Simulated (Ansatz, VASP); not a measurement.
**Two plane-wave programs on CoO**

INCAR

```
  ALGO = Normal
  EDIFF = 1E-6
  ENCUT = 520
  ISIF = 2
  ISMEAR = -1
  ISPIN = 2
  LASPH = T
  LCHARG = F
  LMAXMIX = 4
  LORBIT = 11
  LREAL = F
  LWAVE = F
  MAGMOM = 2 0
  NBANDS = 18
  NELM = 150
  PREC = Accurate
  SIGMA = 0.05
```

Contents of KPOINTS:

```
k-points
0
Gamma
  11 11 11
```

POSCAR

```
CoO
1.0
    0.0000000000      2.1456163054      2.1456163054
    2.1456163054      0.0000000000      2.1456163054
    2.1456163054      2.1456163054      0.0000000000
Co O
1 1
Direct
    0.0000000000      0.0000000000      0.0000000000
    0.5000000000      0.5000000000      0.5000000000
```

File input.yaml:

```yaml
crystal:
  lattice:
    - [0.0, 2.1456163054, 2.1456163054]
    - [2.1456163054, 0.0, 2.1456163054]
    - [2.1456163054, 2.1456163054, 0.0]
  atoms:
    - { symbol: Co, position: [0.0, 0.0, 0.0], spin: 2.0 }
    - { symbol: O, position: [0.5, 0.5, 0.5] }
hamiltonian:
  xc: lda
  pseudopotentials: { kind: paw }
magnetization:
  spin_polarized: true
kpoints:
  mp_grid: { grid: [11, 11, 11] }
scf:
  occupations: { method: fermi_dirac, width: 0.05 }
output:
  forces: true
  stress: true
  eigenvalues: true
```

Alike in both runs: task single point; functional LDA; k mesh 11 × 11 × 11; occupations fermi-dirac, width 0.05 eV; collinear spin.

|  | VASP | Ansatz |
| --- | --- | --- |
| version | VASP 6.6.1 | Ansatz 0.2.0 |
| potentials or method | VASP PAW LDA potentials, release 64 (Co, O) | Ansatz PAW |
| plane-wave cutoff (eV) | 520 | 420 |
| valence electrons in the cell | 15 | 23 |

Ansatz gave:

- gap on the k mesh at the Fermi level (eV): none
- pressure (GPa): -21.5
- net moment per atom (μB): 1.47
- size of the moment on the site where the two differ most (μB): 0.35

Problem. What did VASP give for the same quantities?

Solution. gap on the k mesh at the Fermi level (eV): none; pressure (GPa): -22.9; net moment per atom (μB): 1.41; size of the moment on the site where the two differ most (μB): 0.31.

LDA's correlation is that of Perdew and Zunger in VASP and of Perdew and Wang (1992) in Ansatz. Site moments also hang on the region over which each program counts them. A gap of «none» marks a metal or a gap that the smearing closes. VASP's potentials hold 15 valence electrons a cell and Ansatz's 23, so a difference there can come from the potentials and not from the codes.
